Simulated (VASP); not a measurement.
Here is a VASP 6.6.1 calculation.

INCAR

```
SYSTEM = SnO
  ALGO = Normal
  EDIFF = 1E-6
  ENCUT = 520
  GGA = PE
  ISIF = 2
  ISMEAR = -1
  LASPH = .TRUE.
  LCHARG = .FALSE.
  LREAL = .FALSE.
  LWAVE = .FALSE.
  NBANDS = 28
  NELM = 80
  PREC = Accurate
  SIGMA = 0.05
```

Contents of KPOINTS:

```
k-points
0
G
  7 7 6
  0 0 0
```

POSCAR

```
SnO
1.0
    3.8682795949      0.0000000000      0.0000000000
    0.0000000000      3.8682795949      0.0000000000
    0.0000000000      0.0000000000      5.0665285953
Sn O
2 2
Direct
    0.5000000000      0.0000000000      0.7712320559
    0.0000000000      0.5000000000      0.2287679441
    0.0000000000      0.0000000000      0.0000000000
    0.5000000000      0.5000000000      0.0000000000
```

Potentials or basis: VASP PAW PBE potentials, release 64 (Sn_d, O).

Command:

```bash
$ cat potpaw_PBE.64/Sn_d/POTCAR potpaw_PBE.64/O/POTCAR > POTCAR
$ mpirun -np 1 vasp_std > vasp.out
```

(1) Estimate the largest force.

(2) What does it give for the band gap on the k mesh?

Results:

(1) 0.076 eV/Å.

(2) 0.72 eV, indirect (least direct gap 1.91 eV).

Caveat: spin-orbit coupling is left out, which moves the levels of the heavy elements.
